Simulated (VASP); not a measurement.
The system is Ta3AsAu2O13.

```
Ta As Au O
1.0
     6.08444    0.00000    0.00000
    -3.04222    5.26928    0.00000
     0.00000    0.00000    8.39582
Ta As Au O
3 1 2 13
Direct
  0.50000 0.00000 0.00000
  0.00000 0.50000 0.00000
  0.50000 0.50000 0.00000
  0.00000 0.00000 0.00000
  0.33333 0.66667 0.50000
  0.66667 0.33333 0.50000
  0.16191 0.83809 0.50000
  0.16191 0.32383 0.50000
  0.67617 0.83809 0.50000
  0.83809 0.16191 0.50000
  0.83809 0.67617 0.50000
  0.32383 0.16191 0.50000
  0.33333 0.66667 0.27614
  0.33333 0.66667 0.72386
  0.66667 0.33333 0.72386
  0.66667 0.33333 0.27614
  0.33333 0.66667 0.00000
  0.66667 0.33333 0.00000
  0.00000 0.00000 0.50000
```

The cell was generated, and may not be a known phase.

- Program: VASP 6.6.1
- Task: relaxation of cell and atoms
- Functional: PBE
- Potentials or basis: VASP PAW PBE potentials, release 64 (Ta_pv, As, Au, O)
- Cutoff: 600 eV
- k mesh: 2 × 2 × 2
- Occupations: gaussian, width 0.15 eV
- Spin: no spin polarisation

At the start: pressure 41.5 GPa; volume 14.17 Å³/atom.

**Question.** Where does the relaxation end?

**Answer.** Over 9 steps the energy falls by 570.4 meV/atom and the volume is 16.84 Å³/atom (+18.8 %); space group P6/mmm (No. 191, to 0.1 Å) before and after.

The path:
```
step  energy change (eV)  largest force (eV/Å)  pressure (GPa)  volume (Å³)
   1              0.0000                4.3130           41.54       269.18
   2             -0.4493                1.0556          -18.65       431.83
   3            -10.4560                0.9155           -3.62       337.38
   4            -10.4884                1.0431           -2.48       334.06
   5            -10.4910                1.0979           -1.98       332.64
   6            -10.7899                0.4932           -0.90       324.74
   7            -10.8309                0.1491           -0.17       320.75
   8            -10.8309                0.1382           -0.22       320.99
   9            -10.8371                0.0372            0.15       319.91
```

Final structure:
```
CELL_PARAMETERS angstrom
6.71895 0.00000 0.00000
-3.35947 5.81878 0.00000
0.00000 0.00000 8.18266
ATOMIC_POSITIONS crystal
Ta 0.50000 0.00000 0.00000
Ta 0.00000 0.50000 0.00000
Ta 0.50000 0.50000 0.00000
As 0.00000 0.00000 0.00000
Au 0.33333 0.66667 0.50000
Au 0.66667 0.33333 0.50000
O 0.15847 0.84153 0.50000
O 0.15847 0.31694 0.50000
O 0.68306 0.84153 0.50000
O 0.84153 0.15847 0.50000
O 0.84153 0.68306 0.50000
O 0.31694 0.15847 0.50000
O 0.33333 0.66667 0.25634
O 0.33333 0.66667 0.74366
O 0.66667 0.33333 0.74366
O 0.66667 0.33333 0.25634
O 0.33333 0.66667 0.00000
O 0.66667 0.33333 0.00000
O 0.00000 0.00000 0.50000
```

Caveat: the k points lie up to 0.54 Å⁻¹ apart in the final cell; the volume moved by over 15 % at a fixed basis, so the end points are rough; the relaxation stopped at a loose force limit of 0.08 eV/Å, so its end isn't a converged minimum.
